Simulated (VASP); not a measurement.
BAs: single point with LDA

BAs:

```
As B
1.0
     0.00000    2.43535    2.43535
     2.43535    0.00000    2.43535
     2.43535    2.43535    0.00000
As B
1 1
Direct
  0.75000 0.75000 0.75000
  0.00000 0.00000 0.00000
```

```yaml
Program: VASP 6.6.1
Task: single point
Functional: LDA
Potentials_or_basis: VASP PAW LDA potentials, release 64 (As, B)
Cutoff: 520 eV
k_mesh: 10 × 10 × 10
Occupations: fermi-dirac, width 0.05 eV
Spin: no spin polarisation
```

- Pressure: -10.0 GPa
- Band gap on the k mesh: 1.17 eV, indirect (least direct gap 3.18 eV)

Levels at points of the mesh, in eV from the valence-band top:
```tsv
k point	band 2	band 3	band 4	band 5	band 6	band 7
(0.00, 0.00, 0.00)	0.00	0.00	0.00	3.18	3.18	3.18
(0.50, 0.00, 0.00)	-8.34	-1.72	-1.72	2.35	4.67	4.67
(0.50, 0.50, 0.00)	-8.11	-3.84	-3.84	1.38	1.47	10.69
```

It took 13 s on 1 thread of Intel(R) Xeon(R) Platinum 8259CL CPU @ 2.50GHz (Skylake/Cascade Lake), on a shared host, peak memory 0.14 GiB.

A k mesh can miss the band edges.
